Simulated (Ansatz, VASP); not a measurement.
**One calculation of Al2Cu, two programs**

```
Al Cu
1.0
    -1.99426    1.99426    2.82007
     1.99426   -1.99426    2.82007
     1.99426    1.99426   -2.82007
Al Cu
2 1
Cartesian
  0.0000 1.9943 1.4100
  1.9943 0.0000 1.4100
  0.0000 0.0000 2.8201
```

Change from the starting cell: strain -0.015 along x and y, -0.015 along z, atoms carried along.

Alike in both runs: task single point; functional PBEsol; k mesh 16 × 16 × 16; occupations gaussian, width 0.15 eV; no spin polarisation.

|  | VASP | Ansatz |
| --- | --- | --- |
| version | VASP 6.6.1 | Ansatz 0.2.0 |
| potentials or method | VASP PAW PBE potentials, release 64 (Al, Cu), cutoff 520 eV | scalar-relativistic, plane waves, PAW |
| valence electrons in the cell | 17 | 25 |

Ansatz gave:

* gap on the k mesh at the Fermi level (eV): none
* pressure (GPa): 5.3

Problem. Which values does VASP return?

Solution. gap on the k mesh at the Fermi level (eV): none; pressure (GPa): 5.6.

VASP's potentials were made for PBE, not for PBEsol. A gap of «none» marks a metal or a gap that the smearing closes. VASP's potentials hold 17 valence electrons a cell and Ansatz's 25, so a difference there can come from the potentials and not from the codes.
